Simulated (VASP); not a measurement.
# Ru (I4_1/amd) in VASP: further runs

Runs on Ru. Level: r2SCAN. Tasks: single point, relaxation of cell and atoms.

All numbers are computed with VASP 6.6.1; they aren't measurements. Logs are shortened: lines on timing, memory, paths and dates and some standing lists are left out, and cuts for length are marked.

### 1 The cell of the first run

It takes space group I4_1/amd (No. 141, tetragonal). Conventional cell: a = 4.672 Å, b = 4.672 Å, c = 2.549 Å, α = 90.00°, β = 90.00°, γ = 90.00°. Ru (site symmetry -4m2) has 10 Ru at 2.42 to 3.02 Å within 3.2 Å.

### 2 Single point, r2SCAN

POSCAR reads:

```
Ru
1.0
   -2.3361639092      2.3361639092      1.2744205368
    2.3361639092     -2.3361639092      1.2744205368
    2.3361639092      2.3361639092     -1.2744205368
Ru
2
Direct
    0.0000000000      0.0000000000      0.0000000000
    0.7500000000      0.2500000000      0.5000000000
```

INCAR.step1 reads:

```
PREC     = Accurate       # precision mode
ENCUT    = 550            # plane-wave cutoff, eV
ISMEAR   = 0              # smearing method
SIGMA    = 0.1            # smearing width, eV
LREAL    = F              # projectors in reciprocal space
LASPH    = T              # aspherical terms in the spheres
NELM     = 120            # most SCF steps
NBANDS   = 21             # bands
GGA      = PE             # functional
ALGO     = Normal         # electronic algorithm
EDIFF    = 1E-5           # SCF threshold, eV
LWAVE    = T              # write WAVECAR
LCHARG   = F              # write CHGCAR
GGA_COMPAT= F
```

INCAR.step2 reads:

```
PREC     = Accurate       # precision mode
ENCUT    = 550            # plane-wave cutoff, eV
EDIFF    = 1E-6           # SCF threshold, eV
ISMEAR   = 0              # smearing method
SIGMA    = 0.1            # smearing width, eV
LREAL    = F              # projectors in reciprocal space
LASPH    = T              # aspherical terms in the spheres
NELM     = 120            # most SCF steps
ALGO     = Normal         # electronic algorithm
ISIF     = 2              # what is computed and relaxed
LWAVE    = F              # write WAVECAR
LCHARG   = F              # write CHGCAR
METAGGA  = R2SCAN         # meta-GGA
LMIXTAU  = T            
NBANDS   = 21             # bands
ISTART   = 1            
GGA_COMPAT= F
```

KPOINTS reads:

```
regular mesh
0
Gamma
  8 8 8
```

Potentials or basis: VASP PAW PBE potentials, release 64 (Ru_pv).

On the command line:

```sh
$ cat potpaw_PBE.64/Ru_pv/POTCAR > POTCAR
$ cp INCAR.step1 INCAR
$ mpirun -np 1 vasp_std > vasp.out
$ cp INCAR.step2 INCAR
$ mpirun -np 1 vasp_std > vasp.out
```

OUTCAR:

```text
PREC = Accurate
   ENCUT = 550
   EDIFF = 1E-6
   ISMEAR = 0
   LREAL = F
   LASPH = T
   NELM = 120
   ISIF = 2
   METAGGA = R2SCAN
   ISTART = 1

 ion  position               nearest neighbor table
   1  0.000  0.000  0.000-   2 2.42   2 2.42   2 2.42   2 2.42   2 3.02   2 3.02   2 3.02   2 3.02

   2  0.750  0.250  0.500-   1 2.42   1 2.42   1 2.42   1 2.42   1 3.02   1 3.02   1 3.02   1 3.02

  LATTYP: Found a body centered tetragonal cell.
 ALAT       =     4.6723278184
 C/A-ratio  =     0.5455184595

  Lattice vectors:

 A1 = (  -2.3361639092,   2.3361639092,   1.2744205368)
 A2 = (   2.3361639092,  -2.3361639092,   1.2744205368)
 A3 = (   2.3361639092,   2.3361639092,  -1.2744205368)

Analysis of symmetry for initial positions (statically):
=====================================================================
 Subroutine PRICEL returns:
 Original cell was already a primitive cell.

 Routine SETGRP: Setting up the symmetry group for a
 body centered tetragonal supercell.

 Subroutine GETGRP returns: Found 16 space group operations
 (whereof  8 operations were pure point group operations)
 out of a pool of 16 trial point group operations.

The static configuration has the point symmetry D_2d.
 The point group associated with its full space group is D_4h.

Analysis of symmetry for dynamics (positions and initial velocities):
=====================================================================
 Subroutine PRICEL returns:
 Original cell was already a primitive cell.

 Routine SETGRP: Setting up the symmetry group for a
 body centered tetragonal supercell.

 Subroutine GETGRP returns: Found 16 space group operations
 (whereof  8 operations were pure point group operations)
 out of a pool of 16 trial point group operations.

The dynamic configuration has the point symmetry D_2d.
 The point group associated with its full space group is D_4h.

 Subroutine INISYM returns: Found 16 space group operations
 (whereof  8 operations are pure point group operations),
 and found     1 'primitive' translations

----------------------------------------------------------------------------------------

                                     Primitive cell

  volume of cell :      27.8214

  direct lattice vectors                    reciprocal lattice vectors
    -2.336163909  2.336163909  1.274420537     0.000000000  0.214026078  0.392335172
     2.336163909 -2.336163909  1.274420537     0.214026078  0.000000000  0.392335172
     2.336163909  2.336163909 -1.274420537     0.214026078  0.214026078  0.000000000

  length of vectors
     3.541111595  3.541111595  3.541111595     0.446916154  0.446916154  0.302678583

  position of ions in fractional coordinates (direct lattice)
     0.000000000  0.000000000  0.000000000
     0.750000000  0.250000000  0.500000000

  ion indices of the primitive-cell ions
   primitive index   ion index
                 1           1
                 2           2

----------------------------------------------------------------------------------------

 KPOINTS: regular mesh

Automatic generation of k-mesh.
 Grid dimensions read from file:
 generate k-points for:    8    8    8

 Generating k-lattice:

  Cartesian coordinates                     Fractional coordinates (reciprocal lattice)
     0.000000000  0.026753260  0.049041896     0.125000000  0.000000000  0.000000000
     0.026753260  0.000000000  0.049041896     0.000000000  0.125000000  0.000000000
     0.026753260  0.026753260  0.000000000     0.000000000  0.000000000  0.125000000

  Length of vectors
     0.055864519  0.055864519  0.037834823

  Shift w.r.t. Gamma in fractional coordinates (k-lattice)
     0.000000000  0.000000000  0.000000000

 Subroutine IBZKPT returns following result:
 ===========================================

 Found     59 irreducible k-points:

 Following reciprocal coordinates:
            Coordinates               Weight
  0.000000  0.000000  0.000000      1.000000
  0.125000 -0.000000  0.000000      8.000000
  0.250000 -0.000000  0.000000      8.000000
  0.375000 -0.000000  0.000000      8.000000
  0.500000 -0.000000  0.000000      4.000000
  0.125000  0.125000  0.000000      8.000000
[... 16 lines left out ...]
  0.250000  0.125000  0.125000     16.000000
  0.375000  0.125000  0.125000      8.000000
 [... further k-points ...]
   k-points           NKPTS =     59   k-points in BZ     NKDIM =     59   number of bands    NBANDS=     21
   number of dos      NEDOS =    301   number of ions     NIONS =      2
   total plane-waves  NPLWV =  21952
   dimension x,y,z NGX =    28 NGY =   28 NGZ =   28
   dimension x,y,z NGXF=    56 NGYF=   56 NGZF=   56
   ions per type =               2
   NGX,Y,Z   is equivalent  to a cutoff of  13.15, 13.15, 13.15 a.u.
   NGXF,Y,Z  is equivalent  to a cutoff of  26.29, 26.29, 26.29 a.u.
 SYSTEM =  unknown system
   PREC   = accura    normal or accurate (medium, high low for compatibility)
[... 80 lines left out ...]
      4     -31.4515      2.00000
      5     -31.2551      2.00000
      6     -31.2170      2.00000
[... 13 lines left out ...]
     20      21.3669      0.00000
     21      21.3767      0.00000

 k-point     3 :       0.2500   -0.0000    0.0000
  band No.  band energies     occupation
      1     -32.4752      2.00000
      2     -32.3069      2.00000
      3     -31.8586      2.00000
      4     -31.7587      2.00000
      5     -31.3606      2.00000
      6     -31.1901      2.00000
[... 13 lines left out ...]
     20      22.8604      0.00000
     21      22.9800      0.00000

 k-point     4 :       0.3750   -0.0000    0.0000
  band No.  band energies     occupation
      1     -32.4433      2.00000
      2     -32.3450      2.00000
      3     -32.1899      2.00000
      4     -31.8580      2.00000
      5     -31.5061      2.00000
      6     -31.1636      2.00000
[... 13 lines left out ...]
     20      22.6740      0.00000
     21      23.0483      0.00000

 k-point     5 :       0.5000   -0.0000    0.0000
  band No.  band energies     occupation
      1     -32.4588      2.00000
      2     -32.4298      2.00000
      3     -32.3113      2.00000
      4     -31.7532      2.00000
      5     -31.6222      2.00000
      6     -31.1528      2.00000
[... 13 lines left out ...]
     20      21.3673      0.00000
     21      22.4283      0.00000

 k-point     6 :       0.1250    0.1250    0.0000
  band No.  band energies     occupation
      1     -32.4249      2.00000
      2     -32.4127      2.00000
      3     -31.8159      2.00000
      4     -31.7942      2.00000
      5     -31.2546      2.00000
      6     -31.2327      2.00000
[... 13 lines left out ...]
     20      22.5083      0.00000
     21      24.5640      0.00000

 k-point     7 :       0.2500    0.1250    0.0000
  band No.  band energies     occupation
      1     -32.4415      2.00000
      2     -32.3445      2.00000
      3     -32.1362      2.00000
      4     -32.0208      2.00000
      5     -31.3375      2.00000
      6     -31.2121      2.00000
[... 13 lines left out ...]
     20      22.5982      0.00000
     21      24.4703      0.00000
[... 291 lines left out ...]
      1     -32.1886      2.00000
      2     -32.1753      2.00000
      3     -31.7546      2.00000
      4     -31.6841      2.00000
      5     -31.2535      2.00000
      6     -31.2017      2.00000
[... 13 lines left out ...]
     20      21.3669      0.00000
     21      25.4278      0.00000

 k-point    21 :       0.5000    0.5000    0.0000
  band No.  band energies     occupation
      1     -31.9761      2.00000
      2     -31.9761      2.00000
      3     -31.9392      2.00000
      4     -31.9392      2.00000
      5     -31.2258      2.00000
      6     -31.2258      2.00000
[... 13 lines left out ...]
     20      21.3669      0.00000
     21      26.7778      0.00000

 k-point    22 :       0.1250    0.1250    0.1250
  band No.  band energies     occupation
      1     -32.3518      2.00000
      2     -32.3045      2.00000
      3     -31.8552      2.00000
      4     -31.7719      2.00000
      5     -31.3869      2.00000
      6     -31.3074      2.00000
[... 13 lines left out ...]
     20      21.3674      0.00000
     21      25.7101      0.00000

 k-point    23 :       0.2500    0.1250    0.1250
  band No.  band energies     occupation
      1     -32.4418      2.00000
      2     -32.2728      2.00000
      3     -32.1244      2.00000
      4     -31.8584      2.00000
      5     -31.5105      2.00000
      6     -31.3129      2.00000
[... 13 lines left out ...]
     20      21.3674      0.00000
     21      23.8259      0.00000

 k-point    24 :       0.3750    0.1250    0.1250
  band No.  band energies     occupation
      1     -32.5322      2.00000
      2     -32.3613      2.00000
      3     -32.1633      2.00000
      4     -31.7231      2.00000
      5     -31.6556      2.00000
      6     -31.3018      2.00000
[... 13 lines left out ...]
     20      21.3655      0.00000
     21      21.6774      0.00000

 [... further k-points ...]

------------------------ aborting loop because EDIFF is reached ----------------------------------------

  FORCE on cell =-STRESS in cart. coord.  units (eV):
  Direction    XX          YY          ZZ          XY          YZ          ZX
  --------------------------------------------------------------------------------------
  -------------------------------------------------------------------------------------
  Total        4.0004894      4.0004894      5.4299400      0.0000000      0.0000000      0.0000000
  in kB      230.3797686    230.3797686    312.6988202      0.0000000      0.0000000      0.0000000
  external PRESSURE =     257.8194525 kB  Pullay stress =       0.0000000 kB

 VOLUME and BASIS-vectors are now :
 -----------------------------------------------------------------------------
  energy-cutoff  :      550.00
  volume of cell :       27.82
      direct lattice vectors                 reciprocal lattice vectors
    -2.336163909  2.336163909  1.274420537     0.000000000  0.214026078  0.392335172
     2.336163909 -2.336163909  1.274420537     0.214026078  0.000000000  0.392335172
     2.336163909  2.336163909 -1.274420537     0.214026078  0.214026078  0.000000000

 POSITION                                       TOTAL-FORCE (eV/Angst)
 -----------------------------------------------------------------------------------
      0.00000      0.00000      0.00000        -0.000000      0.000000     -0.000000
     -0.00000      2.33616      0.63721         0.000000     -0.000000      0.000000
 -----------------------------------------------------------------------------------
    total drift:                               -0.000000      0.000000      0.000000

  FREE ENERGIE OF THE ION-ELECTRON SYSTEM (eV)
  ---------------------------------------------------
  free  energy   TOTEN  =       -48.7755157881 eV

  energy  without entropy=      -48.7551505328  energy(sigma->0) =      -48.76533316
```

Run time: 2.7 min. Hardware: 1 thread of Intel Xeon Platinum 8259CL at 2.50GHz (Skylake/Cascade Lake), shared host; peak memory 0.18 GiB.

What came out:

```
Free energy            : -48.7755 eV
Pressure               : 25.8 GPa
Band gap on the k mesh : zero (bands 14 and 15 overlap by 1.67 eV)
```

Caveat: the stress differs along the axes, from 23 to 31 GPa; the PAW data sets were made with another functional, which shifts forces and pressure a little.

### 3 Single point, r2SCAN

This run uses another cell than the first one, of 15.17 Å³/atom.

POSCAR reads:

```
Ru
1.0
   -2.3413743670      2.3413743670      1.3835362249
    2.3413743670     -2.3413743670      1.3835362249
    2.3413743670      2.3413743670     -1.3835362249
Ru
2
Direct
    0.0000000000      0.0000000000      0.0000000000
    0.7500000000      0.2500000000      0.5000000000
```

INCAR.step1 reads:

```
ALGO = Normal ; EDIFF = 1E-5
ENCUT = 550 ; GGA = PE
GGA_COMPAT = F ; ISMEAR = 0
LASPH = T ; LCHARG = F
LREAL = F ; LWAVE = T
NBANDS = 21 ; NELM = 120
PREC = Accurate ; SIGMA = 0.1
```

INCAR.step2 reads:

```
ALGO = Normal ; EDIFF = 1E-6
ENCUT = 550 ; GGA_COMPAT = F
ISIF = 2 ; ISMEAR = 0
ISTART = 1 ; LASPH = T
LCHARG = F ; LMIXTAU = T
LREAL = F ; LWAVE = F
METAGGA = R2SCAN ; NBANDS = 21
NELM = 120 ; PREC = Accurate
SIGMA = 0.1
```

KPOINTS reads:

```
k-points
0
Gamma
  8 8 8
```

Potentials or basis: VASP PAW PBE potentials, release 64 (Ru_pv).

On the command line:

```sh
$ cat potpaw_PBE.64/Ru_pv/POTCAR > POTCAR
$ cp INCAR.step1 INCAR
$ mpirun -np 1 vasp_std > vasp.out
$ cp INCAR.step2 INCAR
$ mpirun -np 1 vasp_std > vasp.out
```

It took 2.6 min on 1 thread of Intel Xeon Platinum 8259CL at 2.50GHz (Skylake/Cascade Lake), shared host; peak memory 0.18 GiB.

Results (log left out):

| Property | Result |
| --- | --- |
| Free energy | -49.0191 eV |
| Pressure | 1.2 GPa |
| Band gap on the k mesh | zero (bands 14 and 15 overlap by 1.59 eV) |

Stress tensor (GPa, compression positive):
```
1.41 0.00 0.00
0.00 1.41 0.00
0.00 0.00 0.93
```

Levels at points of the mesh, in eV from the Fermi level:
| k point | band 11 | band 12 | band 13 | band 14 | band 15 | band 16 | band 17 | band 18 |
| --- | --- | --- | --- | --- | --- | --- | --- | --- |
| (0.00, 0.00, 0.00) | -3.08 | -0.73 | -0.73 | -0.61 | -0.61 | 2.24 | 3.38 | 7.84 |
| (0.50, 0.00, 0.00) | -1.94 | -1.33 | -0.55 | 0.10 | 1.46 | 1.62 | 3.33 | 7.06 |
| (0.50, 0.50, 0.00) | -2.97 | -2.97 | -0.69 | -0.69 | 0.88 | 0.88 | 1.64 | 1.64 |
| (0.50, 0.50, 0.50) | -0.74 | -0.74 | -0.30 | -0.30 | -0.10 | -0.10 | 0.61 | 0.61 |

Caveat: the PAW data sets were made with another functional, which shifts forces and pressure a little.

### 4 Relaxation of cell and atoms, r2SCAN

POSCAR reads:

```
Ru
1.0
   -2.3361639092      2.3361639092      1.2744205368
    2.3361639092     -2.3361639092      1.2744205368
    2.3361639092      2.3361639092     -1.2744205368
Ru
2
Direct
    0.0000000000      0.0000000000      0.0000000000
    0.7500000000      0.2500000000      0.5000000000
```

INCAR.step1 reads:

```
SYSTEM = Ru
  PREC = Accurate
  ENCUT = 550
  ISMEAR = 0
  SIGMA = 0.1
  LREAL = .FALSE.
  LASPH = .TRUE.
  NELM = 120
  GGA = PE
  ALGO = Normal
  EDIFF = 1E-5
  LWAVE = .TRUE.
  LCHARG = .FALSE.
  GGA_COMPAT = .FALSE.
  IBRION = 2
  ISIF = 3
  EDIFFG = -0.005
  NELMIN = 4
  NSW = 100
```

INCAR.step2 reads:

```
SYSTEM = Ru
  PREC = Accurate
  ENCUT = 550
  EDIFF = 1E-7
  ISMEAR = 0
  SIGMA = 0.1
  LREAL = .FALSE.
  LASPH = .TRUE.
  NELM = 120
  ALGO = Normal
  ISIF = 3
  LWAVE = .FALSE.
  LCHARG = .FALSE.
  METAGGA = R2SCAN
  LMIXTAU = .TRUE.
  IBRION = 2
  NSW = 90
  EDIFFG = -0.04
  ISTART = 1
  GGA_COMPAT = .FALSE.
  NELMIN = 4
```

KPOINTS reads:

```
regular mesh
0
G
  8 8 8
  0 0 0
```

On the command line:

```sh
$ cat potpaw_PBE.64/Ru_pv/POTCAR > POTCAR
$ cp INCAR.step1 INCAR
$ mpirun -np 1 vasp_std > vasp.out
$ cp INCAR.step2 INCAR
$ mpirun -np 1 vasp_std > vasp.out
```

It took 30 min on 1 thread of Intel Xeon Platinum 8259CL at 2.50GHz (Skylake/Cascade Lake), shared host; peak memory 0.19 GiB.

It converged, with:

```yaml
Free_energy: -49.0183 eV
Relaxed_volume: 15.24 Å³/atom
Relaxed_cell: a = 3.594 Å, b = 3.594 Å, c = 3.594 Å, α = 98.54°, β = 98.54°, γ = 134.67°
Space_group_after_relaxing_to_0.1_Å: I4_1/amd (No. 141)
Energy_gained_by_relaxing: 121.4 meV/atom
Ionic_steps: 10
Pressure_after_relaxing: 0.0 GPa
Band_gap_on_the_k_mesh: zero (bands 14 and 15 overlap by 1.58 eV)
```

Step by step:
| step | energy change (eV) | largest force (eV/Å) | pressure (GPa) | volume (Å³) |
| --- | --- | --- | --- | --- |
| 1 | 0.0000 | 0.0000 | 25.79 | 27.82 |
| 2 | 0.7811 | 0.0000 | -33.90 | 37.84 |
| 3 | -0.1864 | 0.0000 | -2.55 | 30.52 |
| 4 | -0.1877 | 0.0000 | -0.93 | 30.32 |
| 5 | -0.1877 | 0.0000 | -0.49 | 30.27 |
| 6 | -0.2299 | 0.0000 | 0.04 | 30.33 |
| 7 | -0.2423 | 0.0000 | 0.93 | 30.35 |
| 8 | -0.2424 | 0.0000 | 1.04 | 30.36 |
| 9 | -0.2403 | 0.0000 | -2.47 | 30.79 |
| 10 | -0.2428 | 0.0000 | 0.02 | 30.48 |

Final structure:
```cif
data_structure
_symmetry_space_group_name_H-M 'P 1'
_symmetry_Int_Tables_number 1
_cell_length_a 3.5945
_cell_length_b 3.5945
_cell_length_c 3.5945
_cell_angle_alpha 98.541
_cell_angle_beta 98.541
_cell_angle_gamma 134.665
_cell_volume 30.48
loop_
_atom_site_label
_atom_site_type_symbol
_atom_site_fract_x
_atom_site_fract_y
_atom_site_fract_z
_atom_site_occupancy
Ru1 Ru 0.00000 0.00000 0.00000 1
Ru2 Ru 0.75000 0.25000 0.50000 1
```

Levels at points of the mesh, in eV from the Fermi level:
```tsv
k point	band 11	band 12	band 13	band 14	band 15	band 16	band 17	band 18
(0.00, 0.00, 0.00)	-3.06	-0.72	-0.72	-0.60	-0.60	2.22	3.36	7.81
(0.50, 0.00, 0.00)	-1.92	-1.32	-0.55	0.10	1.45	1.60	3.32	7.02
(0.50, 0.50, 0.00)	-2.95	-2.95	-0.69	-0.69	0.87	0.87	1.63	1.63
(0.50, 0.50, 0.50)	-0.73	-0.73	-0.29	-0.29	-0.10	-0.10	0.61	0.61
```

Caveat: the PAW data sets were made with another functional, which shifts forces and pressure a little.

### 5 The runs side by side

```tsv
task	cell	gap on the mesh (eV)	pressure (GPa)
single point	a = 3.541 Å, angles 97.4, 97.4, 137.8°, 2 atoms	none	25.8
single point	a = 3.589 Å, angles 98.5, 98.5, 134.6°, 2 atoms	none	1.2
relaxation of cell and atoms	relaxed from a = 3.541 Å, angles 97.4, 97.4, 137.8°, 2 atoms	none	0.0
```

Alike in all rows: level r2SCAN; potentials or basis VASP PAW PBE potentials, release 64 (Ru_pv); no spin polarisation; k mesh 8 × 8 × 8; cutoff (eV) 550; smearing gaussian 0.1 eV.

Caveats: the PAW data sets were made with another functional, which shifts forces and pressure a little; the stress differs along the axes, from 23 to 31 GPa (at least some runs).

Total energies depend on the potentials used, so only differences within one code and one set of settings carry meaning.
